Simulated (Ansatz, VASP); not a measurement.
# Two plane-wave programs on GaSb

Contents of INCAR:

```
SYSTEM = GaSb
  ALGO = Normal
  EDIFF = 1E-6
  EDIFFG = -0.005
  ENCUT = 600
  IBRION = 2
  ISIF = 3
  ISMEAR = 0
  LASPH = .True.
  LCHARG = .False.
  LREAL = .False.
  LWAVE = .False.
  NELM = 80
  NSW = 100
  PREC = Accurate
  SIGMA = 0.1
```

KPOINTS

```
k-points
0
Gamma
  12 12 12
  0 0 0
```

The input POSCAR:

```
GaSb
1.0
    0.0000000000      3.0590000000      3.0590000000
    3.0590000000      0.0000000000      3.0590000000
    3.0590000000      3.0590000000      0.0000000000
Ga Sb
1 1
Direct
    0.0000000000      0.0000000000      0.0000000000
    0.7500000000      0.7500000000      0.7500000000
```

Input for Ansatz:

```yaml
crystal:
  lattice:
    - [0.0, 3.059, 3.059]
    - [3.059, 0.0, 3.059]
    - [3.059, 3.059, 0.0]
  atoms:
    - { symbol: Ga, position: [0.0, 0.0, 0.0] }
    - { symbol: Sb, position: [0.75, 0.75, 0.75] }
basis:
  ecutwfc: 420
kpoints:
  mp_grid: { grid: [12, 12, 12] }
hamiltonian:
  xc: lda
scf:
  occupations: { method: gaussian, width: 0.1 }
output:
  forces: true
  stress: true
  eigenvalues: true
relax:
  adjacent_minimum: "off"
  f_tol: 0.005
  max_steps: 80
  cell: { stress_tol: 0.05 }
```

Alike in both runs: task relaxation of cell and atoms; functional LDA; k mesh 12 × 12 × 12; occupations gaussian, width 0.1 eV; no spin polarisation.

|  | VASP | Ansatz |
| --- | --- | --- |
| version | VASP 6.6.1 | Ansatz 0.2.0 |
| potentials or method | VASP PAW LDA potentials, release 64 (Ga_d, Sb), cutoff 600 eV | scalar-relativistic, plane waves, PAW |
| valence electrons in the cell | 18 | 28 |

Ansatz gave:

```
relaxed volume (Å³/atom)                                     : 27.68
relaxed cell length with the largest relative difference (Å) : 4.278
```

Q: Which values does VASP return?

A: Relaxed volume (Å³/atom): 27.76; relaxed cell length with the largest relative difference (Å): 4.282.

LDA's correlation is that of Perdew and Zunger in VASP and of Perdew and Wang (1992) in Ansatz. VASP's potentials hold 18 valence electrons a cell and Ansatz's 28, so a difference there can come from the potentials and not from the codes.

Neither program's run includes spin-orbit coupling.
